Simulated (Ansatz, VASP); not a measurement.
One calculation of HfN, two programs

The input INCAR:

```
SYSTEM = HfN
PREC     = Accurate       ! precision mode
ENCUT    = 600            ! plane-wave cutoff, eV
EDIFF    = 1E-6           ! SCF threshold, eV
ISMEAR   = 0              ! smearing method
SIGMA    = 0.015          ! smearing width, eV
LREAL    = .False.        ! projectors in reciprocal space
LASPH    = .True.         ! aspherical terms in the spheres
NELM     = 120            ! most SCF steps
ALGO     = Normal         ! electronic algorithm
ISIF     = 2              ! what is computed and relaxed
LWAVE    = .False.        ! write WAVECAR
LCHARG   = .False.        ! write CHGCAR
GGA      = PE             ! functional
NBANDS   = 14             ! bands
GGA_COMPAT= .False.
```

The input KPOINTS:

```
regular mesh
0
Gamma
  10 10 10
  0 0 0
```

The input POSCAR:

```
HfN
1.0
    0.0000000000      2.2560000000      2.2560000000
    2.2560000000      0.0000000000      2.2560000000
    2.2560000000      2.2560000000      0.0000000000
Hf N
1 1
Direct
    0.0000000000      0.0000000000      0.0000000000
    0.5000000000      0.5000000000      0.5000000000
```

Contents of input.yaml:

```yaml
crystal:
  lattice:
    - [0.0, 2.256, 2.256]
    - [2.256, 0.0, 2.256]
    - [2.256, 2.256, 0.0]
  atoms:
    - { symbol: Hf, position: [0.0, 0.0, 0.0] }
    - { symbol: "N", position: [0.5, 0.5, 0.5] }
hamiltonian:
  xc: pbe
  pseudopotentials: { kind: paw }
kpoints:
  mp_grid: { grid: [10, 10, 10] }
scf:
  occupations: { method: gaussian, width: 0.015 }
output:
  forces: true
  stress: true
  eigenvalues: true
  write_density: true
  write_potential: true
  elf: true
  volumetric_format: npy
```

Alike in both runs: task single point; functional PBE; k mesh 10 × 10 × 10; occupations gaussian, width 0.015 eV; no spin polarisation.

|  | VASP | Ansatz |
| --- | --- | --- |
| version | VASP 6.6.1 | Ansatz 0.2.0 |
| potentials or method | VASP PAW PBE potentials, release 64 (Hf_pv, N) | Ansatz PAW |
| plane-wave cutoff (eV) | 600 | 420 |
| valence electrons in the cell | 15 | 31 |

|  | VASP | Ansatz | Ansatz less VASP |
| --- | --- | --- | --- |
| gap on the k mesh at the Fermi level (eV) | none | none | - |
| pressure (GPa) | 4.1 | 6.6 | +2.50 |

A gap of «none» marks a metal or a gap that the smearing closes. VASP's potentials hold 15 valence electrons a cell and Ansatz's 31, so a difference there can come from the potentials and not from the codes.

Neither program's run includes spin-orbit coupling.
